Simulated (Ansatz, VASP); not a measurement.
## NaI in VASP and in Ansatz

```
CELL_PARAMETERS angstrom
0.00000 3.29306 3.29306
3.29306 0.00000 3.29306
3.29306 3.29306 0.00000
ATOMIC_POSITIONS crystal
Na 0.00000 0.00000 0.00000
I 0.50000 0.50000 0.50000
```

Alike in both runs: task single point; functional r2SCAN; k mesh 6 × 6 × 6; no spin polarisation.

|  | VASP | Ansatz |
| --- | --- | --- |
| version | VASP 6.6.1 | Ansatz 0.2.0 |
| potentials or method | VASP PAW PBE potentials, release 64 (Na_pv, I) | plane waves, PAW |
| plane-wave cutoff (eV) | 520 | 500 |
| occupations | gaussian, width 0.01 eV | fixed |
| valence electrons in the cell | 14 | 26 |

Ansatz gave:

* gap on the k mesh at the Fermi level (eV): 4.28
* pressure (GPa): -0.9

Q: Which values does VASP return?

A: gap on the k mesh at the Fermi level (eV): 4.29; pressure (GPa): -0.9.

VASP's potentials were made for PBE, not for r2SCAN. VASP's potentials hold 14 valence electrons a cell and Ansatz's 26, so a difference there can come from the potentials and not from the codes.

Neither program's run includes spin-orbit coupling.
